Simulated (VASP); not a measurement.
A run of VASP 6.6.1 is set up as follows.

File POSCAR:

```
Hf
1.0
   -1.5862399999      1.5862399999      1.5862399999
    1.5862399999     -1.5862399999      1.5862399999
    1.5862399999      1.5862399999     -1.5862399999
Hf
1
Direct
    0.0000000000      0.0000000000      0.0000000000
```

Contents of INCAR.step1:

```
ALGO = Normal
EDIFF = 1E-4
ENCUT = 520
GGA = PE
ISMEAR = 0
LASPH = True
LCHARG = False
LREAL = False
LWAVE = True
NBANDS = 11
NELM = 60
PREC = Accurate
SIGMA = 0.05
```

INCAR.step2

```
ALGO = Normal
EDIFF = 1E-7
ENCUT = 520
ISIF = 2
ISMEAR = 0
ISTART = 1
LASPH = True
LCHARG = True
LELF = True
LMIXTAU = True
LREAL = False
LVHAR = True
LWAVE = False
METAGGA = R2SCAN
NBANDS = 11
NELM = 60
PREC = Accurate
SIGMA = 0.05
```

File KPOINTS:

```
k-points
0
Gamma
  20 20 20
```

Potentials or basis: VASP PAW PBE potentials, release 64 (Hf_pv).

Command:

```bash
$ cat potpaw_PBE.64/Hf_pv/POTCAR > POTCAR
$ cp INCAR.step1 INCAR
$ mpirun -np 1 vasp_std > vasp.out
$ cp INCAR.step2 INCAR
$ mpirun -np 1 vasp_std > vasp.out
```

Problem. Predict the pressure.

Solution. 55.3 GPa.

Problem. Estimate the band gap on the k mesh.

Solution. Zero (band 5 reaches 8.92 eV, above the bottom of band 6 at 6.02 eV).

Caveat: the PAW data sets were made with another functional, which shifts forces and pressure a little; spin-orbit coupling is left out, which moves the levels of the heavy elements.
